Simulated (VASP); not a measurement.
# LiF (I4/mmm) in VASP: a series of runs

The runs below take LiF through single point, with PBE.

Everything below comes from runs of VASP 6.6.1. Logs are shortened: lines on timing, memory, paths and dates and some standing lists are left out, and cuts for length are marked.

### 1 The cell of the first run

Symmetry: I4/mmm, No. 139, tetragonal system. The conventional cell has a = 2.991 Å, b = 2.991 Å, c = 4.028 Å, α = 90.00°, β = 90.00°, γ = 90.00°. Within 2.7 Å of Li (site symmetry 4/mmm) lie 6 F at 2.01 to 2.11 Å. Within 2.7 Å of F (site symmetry 4/mmm) lie 6 Li at 2.01 to 2.11 Å.

### 2 Single point, PBE (strain +0.050 along x and y, +0.000 along z)

Contents of INCAR:

```
SYSTEM = LiF
PREC     = Accurate       ! precision mode
ENCUT    = 520            ! plane-wave cutoff, eV
EDIFF    = 1E-6           ! SCF threshold, eV
ISMEAR   = 0              ! smearing method
SIGMA    = 0.05           ! smearing width, eV
LREAL    = .False.        ! projectors in reciprocal space
LASPH    = .True.         ! aspherical terms in the spheres
NELM     = 60             ! most SCF steps
ALGO     = Normal         ! electronic algorithm
ISIF     = 2              ! what is computed and relaxed
LWAVE    = .False.        ! write WAVECAR
LCHARG   = .True.         ! write CHGCAR
GGA      = PE             ! functional
LELF     = .True.         ! ELF
LVHAR    = .True.       
NBANDS   = 12             ! bands
```

Contents of KPOINTS:

```
regular mesh
0
Gamma
  10 10 10
  0 0 0
```

Contents of POSCAR:

```
LiF
1.0
    0.0000000000      2.1147000000      2.0140000000
    2.1147000000      0.0000000000      2.0140000000
    2.1147000000      2.1147000000      0.0000000000
Li F
1 1
Direct
    0.0000000000      0.0000000000      0.0000000000
    0.5000000000      0.5000000000      0.5000000000
```

Potentials or basis: VASP PAW PBE potentials, release 64 (Li_sv, F).

The run is started by

```bash
cat potpaw_PBE.64/Li_sv/POTCAR potpaw_PBE.64/F/POTCAR > POTCAR
mpirun -np 1 vasp_std > vasp.out
```

OUTCAR:

```text
SYSTEM = LiF
   PREC = Accurate
   ENCUT = 520
   EDIFF = 1E-6
   ISMEAR = 0
   LREAL = .False.
   LASPH = .True.
   NELM = 60
   ISIF = 2
   GGA = PE

 ion  position               nearest neighbor table
   1  0.000  0.000  0.000-   2 2.01   2 2.01   2 2.11   2 2.11   2 2.11   2 2.11
   2  0.500  0.500  0.500-   1 2.01   1 2.01   1 2.11   1 2.11   1 2.11   1 2.11

  LATTYP: Found a body centered tetragonal cell.
 ALAT       =     2.9906374204
 C/A-ratio  =     1.3468700594

  Lattice vectors:

 A1 = (   0.0000000000,  -2.1147000000,  -2.0140000000)
 A2 = (   0.0000000000,   2.1147000000,  -2.0140000000)
 A3 = (   2.1147000000,   0.0000000000,   2.0140000000)

Analysis of symmetry for initial positions (statically):
=====================================================================
 Subroutine PRICEL returns:
 Original cell was already a primitive cell.

 Routine SETGRP: Setting up the symmetry group for a
 body centered tetragonal supercell.

 Subroutine GETGRP returns: Found 16 space group operations
 (whereof 16 operations were pure point group operations)
 out of a pool of 16 trial point group operations.

The static configuration has the point symmetry D_4h.

Analysis of symmetry for dynamics (positions and initial velocities):
=====================================================================
 Subroutine PRICEL returns:
 Original cell was already a primitive cell.

 Routine SETGRP: Setting up the symmetry group for a
 body centered tetragonal supercell.

 Subroutine GETGRP returns: Found 16 space group operations
 (whereof 16 operations were pure point group operations)
 out of a pool of 16 trial point group operations.

The dynamic configuration has the point symmetry D_4h.

 Subroutine INISYM returns: Found 16 space group operations
 (whereof 16 operations are pure point group operations),
 and found     1 'primitive' translations

----------------------------------------------------------------------------------------

                                     Primitive cell

  volume of cell :      18.0130

  direct lattice vectors                    reciprocal lattice vectors
     0.000000000  2.114700000  2.014000000    -0.236440157  0.236440157  0.248262165
     2.114700000  0.000000000  2.014000000     0.236440157 -0.236440157  0.248262165
     2.114700000  2.114700000  0.000000000     0.236440157  0.236440157 -0.248262165

  length of vectors
     2.920300000  2.920300000  2.990637420     0.416463682  0.416463682  0.416463682

  position of ions in fractional coordinates (direct lattice)
     0.000000000  0.000000000  0.000000000
     0.500000000  0.500000000  0.500000000

  ion indices of the primitive-cell ions
   primitive index   ion index
                 1           1
                 2           2

----------------------------------------------------------------------------------------

 KPOINTS: regular mesh

Automatic generation of k-mesh.
 Grid dimensions read from file:
 generate k-points for:   10   10   10

 Generating k-lattice:

  Cartesian coordinates                     Fractional coordinates (reciprocal lattice)
    -0.023644016  0.023644016  0.024826216     0.100000000 -0.000000000  0.000000000
     0.023644016 -0.023644016  0.024826216    -0.000000000  0.100000000  0.000000000
     0.023644016  0.023644016 -0.024826216     0.000000000  0.000000000  0.100000000

  Length of vectors
     0.041646368  0.041646368  0.041646368

  Shift w.r.t. Gamma in fractional coordinates (k-lattice)
     0.000000000  0.000000000  0.000000000

 Subroutine IBZKPT returns following result:
 ===========================================

 Found    102 irreducible k-points:

 Following reciprocal coordinates:
            Coordinates               Weight
  0.000000  0.000000  0.000000      1.000000
  0.100000 -0.000000  0.000000      8.000000
  0.200000 -0.000000  0.000000      8.000000
  0.300000 -0.000000  0.000000      8.000000
  0.400000 -0.000000  0.000000      8.000000
  0.500000 -0.000000  0.000000      4.000000
[... 16 lines left out ...]
  0.300000  0.300000  0.000000      2.000000
  0.400000  0.300000  0.000000      8.000000
 [... further k-points ...]
   k-points           NKPTS =    102   k-points in BZ     NKDIM =    102   number of bands    NBANDS=     12
   number of dos      NEDOS =    301   number of ions     NIONS =      2
   total plane-waves  NPLWV =  13824
   dimension x,y,z NGX =    24 NGY =   24 NGZ =   24
   dimension x,y,z NGXF=    48 NGYF=   48 NGZF=   48
   ions per type =               1   1
   NGX,Y,Z   is equivalent  to a cutoff of  13.66, 13.66, 13.34 a.u.
   NGXF,Y,Z  is equivalent  to a cutoff of  27.33, 27.33, 26.68 a.u.
 SYSTEM =  LiF
   PREC   = accura    normal or accurate (medium, high low for compatibility)
   ISTART =      0    job   : 0-new  1-cont  2-samecut
   ICHARG =      2    charge: 1-file 2-atom 10-const
   ISPIN  =      1    spin polarized calculation?
   LNONCOLLINEAR =      F non collinear calculations
   LSORBIT =      F    spin-orbit coupling
   LASPH  =      T    aspherical Exc in radial PAW
   ENCUT  =  520.0 eV  38.22 Ry    6.18 a.u.   5.43  5.43  5.56*2*pi/ulx,y,z
   NELM   =     60;   NELMIN=  2; NELMDL= -5     # of ELM steps
   EDIFF  = 0.1E-05   stopping-criterion for ELM
   LREAL  =      F    real-space projection
   EDIFFG = 0.1E-04   stopping-criterion for IOM
   NSW    =      0    number of steps for IOM
   IBRION =     -1    ionic relax: 0-MD 1-quasi-New 2-CG
   NFREE  =      0    steps in history (QN), initial steepest desc. (CG)
   ISIF   =      2    stress and relaxation
   ISYM   =      2    0-nonsym 1-usesym 2-fastsym
   POTIM  = 0.5000    time-step for ionic-motion
   TEBEG  =    0.0;   TEEND  =   0.0 temperature during run
   PSTRESS=    0.0 pullay stress
   NELECT =      10.0000    total number of electrons
   NUPDOWN=      -1.0000    fix difference up-down
   EMIN   =  10.00;   EMAX   =-10.00  energy-range for DOS
   EFERMI =   0.00;   METHOD = LEGACY
   ISMEAR =     0;   SIGMA  =   0.05  broadening in eV -4-tet -1-fermi 0-gaus
   EFERMI_NEDOS =   21; number of points for ismear=-14 and -15
   IALGO  =     38    algorithm
   IMIX   =      4    mixing-type and parameters
     AMIX     =   0.40;   BMIX     =  1.00
     AMIX_MAG =   1.60;   BMIX_MAG =  1.00
  volume/ion in A,a.u.               =       9.01        60.78
  Fermi-wavevector in a.u.,A,eV,Ry     =   1.345486  2.542600 24.631068  1.810332
  Thomas-Fermi vector in A             =   2.473395
   LORBIT       =      0    0 simple, 1 ext, 2 COOP (PROOUT), +10 PAW based schemes
   GGA     = PE    functional components
   LHFCALC =     F    Hartree Fock is set to
   AEXX    =    0.0000 exact exchange contribution
   IVDW    =     0    specifies the selected vdW correction
   LEPSILON=     F    determine dielectric tensor
   LRPA    =     F    only Hartree local field effects (RPA)
 non-spin polarized calculation
 Gauss-broadening in eV      SIGMA  =   0.05
  energy-cutoff  :      520.00
  volume of cell :       18.01
 maximum number of plane-waves:       515
 NGX is ok and might be reduce to    24
   NGX = 11   NGY = 11   NGZ = 11

 number of electron      10.0000013 magnetization

 Free energy of the ion-electron system (eV)
  ---------------------------------------------------
  ext. energy  EPLUGINS =         0.00000000
  ---------------------------------------------------
  free energy    TOTEN  =        -9.62193421 eV

  energy without entropy =       -9.62193421  energy(sigma->0) =       -9.62193421

 E-fermi :  -1.1904     XC(G=0):  -9.5126

 val. band max:       -1.5377881973   @ k =   0.0000   0.0000   0.0000
 cond. band min:       6.6917224294   @ k =   0.0000   0.0000   0.0000
 fundamental gap:      8.2295106267
 Fermi energy:        -1.1903742104

 k-point     1 :       0.0000    0.0000    0.0000
  band No.  band energies     occupation
      1     -42.7284      2.00000
      2     -21.2978      2.00000
      3      -1.6598      2.00000
      4      -1.5378      2.00000
      5      -1.5378      2.00000
      6       6.6917      0.00000
      7      20.8085      0.00000
      8      20.8086      0.00000
      9      21.6989      0.00000
     10      21.6989      0.00000
     11      21.8423      0.00000
     12      22.0808      0.00000

 k-point     2 :       0.1000   -0.0000    0.0000
  band No.  band energies     occupation
      1     -42.7246      2.00000
      2     -21.2648      2.00000
      3      -1.8517      2.00000
      4      -1.6165      2.00000
      5      -1.5651      2.00000
      6       6.9847      0.00000
      7      18.7491      0.00000
      8      19.7088      0.00000
      9      20.4501      0.00000
     10      22.5702      0.00000
     11      22.6331      0.00000
     12      22.9700      0.00000

 k-point     3 :       0.2000   -0.0000    0.0000
  band No.  band energies     occupation
      1     -42.7149      2.00000
      2     -21.1776      2.00000
      3      -2.4562      2.00000
      4      -1.6576      2.00000
      5      -1.6354      2.00000
      6       7.6604      0.00000
      7      16.3871      0.00000
      8      18.2931      0.00000
      9      19.1321      0.00000
     10      23.4190      0.00000
     11      23.9311      0.00000
     12      24.1983      0.00000
[... 286 lines left out ...]
 k-point    23 :       0.3000    0.3000    0.0000
  band No.  band energies     occupation
      1     -42.6925      2.00000
      2     -20.9417      2.00000
      3      -3.2275      2.00000
      4      -2.1862      2.00000
      5      -2.1862      2.00000
      6      10.0091      0.00000
      7      15.4917      0.00000
      8      16.8341      0.00000
      9      17.3194      0.00000
     10      17.3195      0.00000
     11      30.7511      0.00000
     12      31.1876      0.00000

 k-point    24 :       0.4000    0.3000    0.0000
  band No.  band energies     occupation
      1     -42.6851      2.00000
      2     -20.8480      2.00000
      3      -3.5896      2.00000
      4      -2.3693      2.00000
      5      -2.2885      2.00000
      6      10.9037      0.00000
      7      14.2920      0.00000
      8      16.2579      0.00000
      9      17.0935      0.00000
     10      18.1472      0.00000
     11      30.5491      0.00000
     12      31.2018      0.00000

 [... further k-points ...]
[... 5 lines left out ...]
  --------------------------------------------------------------------------------------
  -------------------------------------------------------------------------------------
  Total       -0.5461782     -0.5461782     -0.3116012      0.0000000      0.0000000      0.0000000
  in kB      -48.5800462    -48.5800462    -27.7154997      0.0000000      0.0000000      0.0000000
  external PRESSURE =     -41.6251974 kB  Pullay stress =       0.0000000 kB

 VOLUME and BASIS-vectors are now :
 -----------------------------------------------------------------------------
  energy-cutoff  :      520.00
  volume of cell :       18.01
      direct lattice vectors                 reciprocal lattice vectors
     0.000000000  2.114700000  2.014000000    -0.236440157  0.236440157  0.248262165
     2.114700000  0.000000000  2.014000000     0.236440157 -0.236440157  0.248262165
     2.114700000  2.114700000  0.000000000     0.236440157  0.236440157 -0.248262165

 POSITION                                       TOTAL-FORCE (eV/Angst)
 -----------------------------------------------------------------------------------
      0.00000      0.00000      0.00000        -0.000000      0.000000      0.000000
      2.11470      2.11470      2.01400         0.000000     -0.000000      0.000000
 -----------------------------------------------------------------------------------
    total drift:                               -0.000000     -0.000000      0.000000

  FREE ENERGIE OF THE ION-ELECTRON SYSTEM (eV)
  ---------------------------------------------------
  free  energy   TOTEN  =        -9.6219342098 eV

  energy  without entropy=       -9.6219342098  energy(sigma->0) =       -9.62193421
```

Wall time 7 s (1 thread of Intel Xeon 6975P-C (Granite Rapids), shared host); peak memory 0.14 GiB.

Results:

```
Free energy            : -9.6219 eV
Band gap on the k mesh : 8.23 eV, direct
```

Caveat: the cell differs from its parent crystal (strain +0.050 along x and y, +0.000 along z); the cutoff is under 1.25 times the usual one of these potentials, so pressure, stress and relaxed cells hold a basis-set (Pulay) error. A k mesh can miss the band edges.

### 3 Single point, PBE (strain +0.050 along x and y, -0.025 along z)

Contents of INCAR:

```
SYSTEM = LiF
PREC = Accurate ; ENCUT = 520
EDIFF = 1E-6 ; ISMEAR = 0
SIGMA = 0.05 ; LREAL = .FALSE.
LASPH = .TRUE. ; NELM = 80
ALGO = Normal ; ISIF = 2
LWAVE = .FALSE. ; LCHARG = .TRUE.
GGA = PE ; LELF = .TRUE.
LVHAR = .TRUE. ; NBANDS = 12
```

Contents of KPOINTS:

```
Automatic mesh
0
G
  10 10 10
  0 0 0
```

Contents of POSCAR:

```
LiF
1.0
    0.0000000000      2.1147000000      1.9636500000
    2.1147000000      0.0000000000      1.9636500000
    2.1147000000      2.1147000000      0.0000000000
Li F
1 1
Direct
    0.0000000000      0.0000000000      0.0000000000
    0.5000000000      0.5000000000      0.5000000000
```

Potentials or basis: VASP PAW PBE potentials, release 64 (Li_sv, F).

The run is started by

```bash
cat potpaw_PBE.64/Li_sv/POTCAR potpaw_PBE.64/F/POTCAR > POTCAR
mpirun -np 1 vasp_std > vasp.out
```

Run time: 6.9 s. Hardware: 1 thread of Intel Xeon 6975P-C (Granite Rapids), shared host; peak memory 0.14 GiB.

The run converged. Its results:

```
Free energy            : -9.6242 eV
Band gap on the k mesh : 8.40 eV, direct
```

Levels at points of the mesh, in eV from the valence-band top:
```
           k point  band 1  band 2  band 3  band 4  band 5  band 6  band 7  band 8  band 9  band 10
(0.00, 0.00, 0.00)  -41.13  -19.84   -0.20    0.00    0.00    8.40   22.49   22.49   23.44    23.44
(0.50, 0.00, 0.00)  -41.09  -19.47   -2.36   -0.32   -0.20   10.35   15.83   17.67   18.98    28.76
(0.50, 0.50, 0.00)  -41.07  -19.19   -2.74   -1.08   -1.08   15.02   15.46   16.75   18.72    18.72
(0.50, 0.00, 0.50)  -41.08  -19.27   -2.79   -1.11   -0.68   13.69   16.46   16.49   19.22    20.29
```

Caveat: the cell differs from its parent crystal (strain +0.050 along x and y, -0.025 along z); the cutoff is under 1.25 times the usual one of these potentials, so pressure, stress and relaxed cells hold a basis-set (Pulay) error. A k mesh can miss the band edges.

(Part 1 of 3 ends here.)
